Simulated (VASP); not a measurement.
Wanted: the native input for a VASP 6.6.1 run.

| Property | Result |
| --- | --- |
| Task | single point |
| Functional | PBEsol |
| Potentials or basis | VASP PAW PBE potentials, release 64 (C_h) |
| Cutoff | 1300 eV |
| k mesh | 16 × 16 × 16 |
| Occupations | fermi-dirac, width 0.02 eV |
| Spin | no spin polarisation |
| Dipole correction | no |
| Further INCAR settings | ALGO = Normal; EDIFF = 1e-06; NBANDS = 11 |

The structure of C lies in POSCAR:

```
C
1.0
    0.0000000000      1.7769057192      1.7769057192
    1.7769057192      0.0000000000      1.7769057192
    1.7769057192      1.7769057192      0.0000000000
C
2
Direct
   -0.1250000000     -0.1250000000     -0.1250000000
    0.1250000000      0.1250000000      0.1250000000
```

One way to write it, as run:

INCAR

```
SYSTEM = C
ALGO = Normal
EDIFF = 1E-6
ENCUT = 1300
GGA = PS
GGA_COMPAT = .FALSE.
ISIF = 2
ISMEAR = -1
LASPH = .TRUE.
LCHARG = .FALSE.
LREAL = .FALSE.
LWAVE = .FALSE.
NBANDS = 11
NELM = 120
PREC = Accurate
SIGMA = 0.02
```

KPOINTS

```
k-points
0
G
  16 16 16
  0 0 0
```

Potentials or basis: VASP PAW PBE potentials, release 64 (C_h).

Run with:

```console
$ cat potpaw_PBE.64/C_h/POTCAR > POTCAR
$ mpirun -np 1 vasp_std > vasp.out
```

It gave:

| Quantity | Value |
| --- | --- |
| Pressure | 0.1 GPa |
| Band gap on the k mesh | 4.03 eV (least direct gap 5.57 eV) |

Caveat: the PAW data sets were made with another functional, which shifts forces and pressure a little.

Wall time 25 s on 1 thread of Intel(R) Xeon(R) 6975P-C (Granite Rapids), with other jobs on the host, peak memory 0.19 GiB.
